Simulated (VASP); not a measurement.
A run of VASP 6.6.1:

The input INCAR:

```
SYSTEM = Ru
ALGO = Fast ; EDIFF = 1E-7
ENCUT = 520 ; GGA = PE
ISIF = 2 ; ISMEAR = 0
LASPH = .TRUE. ; LCHARG = .FALSE.
LREAL = .FALSE. ; LWAVE = .FALSE.
NBANDS = 21 ; NELM = 80
PREC = Accurate ; SIGMA = 0.1
```

KPOINTS

```
k-points
0
G
  15 15 8
  0 0 0
```

The input POSCAR:

```
Ru
1.0
    2.7200332037      0.0000000000      0.0000000000
   -1.3600166018      2.3556178535      0.0000000000
    0.0000000000      0.0000000000      4.2956611061
Ru
2
Direct
    0.3333333333      0.6666666667      0.2500000000
    0.6666666667      0.3333333333      0.7500000000
```

Potentials or basis: VASP PAW PBE potentials, release 64 (Ru_pv).

Command:

```console
$ cat potpaw_PBE.64/Ru_pv/POTCAR > POTCAR
$ mpirun -np 1 vasp_std > vasp.out
```

Hardware: 1 thread of Intel Xeon 8259CL, on a shared host.

Q: How long does it take, and how much memory?

A: Wall time 89 s on 1 thread of Intel Xeon 8259CL (shared host), peak memory 0.18 GiB. Counts: scf iterations 16, k points 135.
